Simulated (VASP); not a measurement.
Wanted: the native input for a VASP 6.6.1 run.

* Task: single point
* Functional: PBEsol
* Potentials or basis: VASP PAW PBE potentials, release 64 (Y_sv)
* Cutoff: 520 eV
* k mesh: 16 × 16 × 16
* Occupations: gaussian, width 0.15 eV
* Spin: no spin polarisation
* Dipole correction: no
* Further INCAR settings: ALGO = Fast; EDIFF = 1e-06; NBANDS = 12

The structure of Y lies in POSCAR:

```
Y
1.0
    0.0000000000      2.5844000000      2.6838000000
    2.5844000000      0.0000000000      2.6838000000
    2.5844000000      2.5844000000      0.0000000000
Y
1
Direct
    0.0000000000      0.0000000000      0.0000000000
```

This cell differs from its parent crystal: strain +0.040 along x and y, +0.080 along z.

These files were run (other wordings do the same):

INCAR

```
PREC = Accurate
ENCUT = 520
EDIFF = 1E-6
ISMEAR = 0
SIGMA = 0.15
LREAL = F
LASPH = T
NELM = 60
ALGO = Fast
ISIF = 2
LWAVE = F
LCHARG = T
GGA = PS
LELF = T
LVHAR = T
NBANDS = 12
```

KPOINTS

```
regular mesh
0
Gamma
  16 16 16
```

Potentials or basis: VASP PAW PBE potentials, release 64 (Y_sv).

Command:

```console
$ cat potpaw_PBE.64/Y_sv/POTCAR > POTCAR
$ mpirun -np 1 vasp_std > vasp.out
```

Results of the run:

```
Pressure               : -5.0 GPa
Band gap on the k mesh : zero (an odd number of electrons rules out a gap without spin polarisation)
```

Caveat: the cell differs from its parent crystal (strain +0.040 along x and y, +0.080 along z); the cell stands under tension; the PAW data sets were made with another functional, which shifts forces and pressure a little.

Wall time 76 s on 1 thread of Intel(R) Xeon(R) 6975P-C (Granite Rapids), with other jobs on the host, peak memory 0.29 GiB.
